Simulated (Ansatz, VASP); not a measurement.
Li: VASP beside Ansatz

File INCAR:

```
  PREC = Accurate
  ENCUT = 600
  EDIFF = 1E-6
  ISMEAR = 0
  SIGMA = 0.1
  LREAL = False
  LASPH = True
  NELM = 100
  ALGO = Normal
  ISIF = 3
  LWAVE = False
  LCHARG = False
  GGA = PE
  IBRION = 2
  NSW = 90
  EDIFFG = -0.04
```

File KPOINTS:

```
regular mesh
0
Gamma
  2 6 2
```

File POSCAR:

```
Li
1.0
    7.9219299405      0.0000000000      0.0000000000
    0.0000000000      3.2333520451      0.0000000000
   -0.0504093737      0.0000000000      7.9446394207
Li
10
Direct
    0.7858263776      0.5373145925      0.8833342600
    0.6188087054      0.5384139429      0.2849112677
    0.2141736224      0.5373145925      0.1166657400
    0.3811912946      0.5384139429      0.7150887323
    0.0000000000      0.6230646786      0.5000000000
    0.5000000000      0.0223872252      0.0000000000
    0.9098054071      0.0544158786      0.1788936654
    0.6805559127      0.0513266843      0.5919069846
    0.3194440873      0.0513266843      0.4080930154
    0.0901945929      0.0544158786      0.8211063346
```

Input for Ansatz:

```yaml
crystal:
  lattice:
    - [7.9219299405, 0.0, 0.0]
    - [0.0, 3.2333520451, 0.0]
    - [-0.0504093737, 0.0, 7.9446394207]
  atoms:
    - { symbol: Li, position: [0.7858263776, 0.5373145925, 0.88333426] }
    - { symbol: Li, position: [0.6188087054, 0.5384139429, 0.2849112677] }
    - { symbol: Li, position: [0.2141736224, 0.5373145925, 0.11666574] }
    - { symbol: Li, position: [0.3811912946, 0.5384139429, 0.7150887323] }
    - { symbol: Li, position: [0.0, 0.6230646786, 0.5] }
    - { symbol: Li, position: [0.5, 0.0223872252, 0.0] }
    - { symbol: Li, position: [0.9098054071, 0.0544158786, 0.1788936654] }
    - { symbol: Li, position: [0.6805559127, 0.0513266843, 0.5919069846] }
    - { symbol: Li, position: [0.3194440873, 0.0513266843, 0.4080930154] }
    - { symbol: Li, position: [0.0901945929, 0.0544158786, 0.8211063346] }
basis:
  ecutwfc: 420
kpoints:
  mp_grid: { grid: [2, 6, 2] }
hamiltonian:
  xc: pbe
scf:
  occupations: { method: gaussian, width: 0.1 }
  lower_state_search: "off"
output:
  forces: true
  stress: true
  eigenvalues: true
relax:
  adjacent_minimum: "off"
  f_tol: 0.04
  max_steps: 70
  cell: { stress_tol: 0.4 }
```

Change from the starting cell: the structure that the rattled cell fell into.

Alike in both runs: task relaxation of cell and atoms; functional PBE; k mesh 2 × 6 × 2; occupations gaussian, width 0.1 eV; no spin polarisation.

|  | VASP | Ansatz |
| --- | --- | --- |
| version | VASP 6.6.1 | Ansatz 0.2.0 |
| potentials or method | VASP PAW PBE potentials, release 64 (Li_sv), cutoff 600 eV | scalar-relativistic, plane waves, PAW |
| valence electrons in the cell | 30 | 30 |

```csv
,VASP,Ansatz,Ansatz less VASP
"gap on the k mesh at the Fermi level, each at its own relaxed structure (eV)",none,none,-
relaxed volume (Å³/atom),19.92,20.11,+0.186
relaxed length of the cell vector where the two differ most in proportion (Å),3.576,3.589,+0.0134
```

A gap of «none» marks a metal or a gap that the smearing closes.

The k mesh is coarse, so the values compare programs but aren't converged. Noted on VASP's run: the cutoff is under 1.25 times that of the potentials, so the pressure is a little rough.
